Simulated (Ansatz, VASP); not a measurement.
# Two plane-wave programs on WSe2

```
CELL_PARAMETERS angstrom
3.27014 0.00000 0.00000
-1.63507 2.83203 0.00000
0.00000 0.00000 16.62832
ATOMIC_POSITIONS crystal
Se 0.33333 0.66667 0.89940
Se 0.33333 0.66667 0.10060
W 0.00000 0.00000 0.00000
```

Alike in both runs: functional PBEsol; k mesh 12 × 12 × 2; occupations gaussian, width 0.02 eV; no spin polarisation.

Ansatz relaxed the structure, and its values are those at the end. VASP's run is a single point on that final structure, the one shown.

|  | VASP | Ansatz |
| --- | --- | --- |
| version | VASP 6.6.1 | Ansatz 0.2.0 |
| potentials or method | VASP PAW PBE potentials, release 64 (Se, W_sv), cutoff 520 eV | scalar-relativistic, plane waves, PAW |
| valence electrons in the cell | 26 | 46 |

Ansatz gave:

- gap on the k mesh at the Fermi level (eV): 1.69
- least direct gap on the mesh (eV): 1.69
- rms of the force components (eV/Å): 0.000

Q: Which values does VASP return?

A: gap on the k mesh at the Fermi level (eV): 1.69; least direct gap on the mesh (eV): 1.69; rms of the force components (eV/Å): 0.029.

VASP's potentials were made for PBE, not for PBEsol. The functional is the same, so the differences come from potentials, cutoffs and numerics. VASP's potentials hold 26 valence electrons a cell and Ansatz's 46, so a difference there can come from the potentials and not from the codes.

Neither program's run includes spin-orbit coupling.
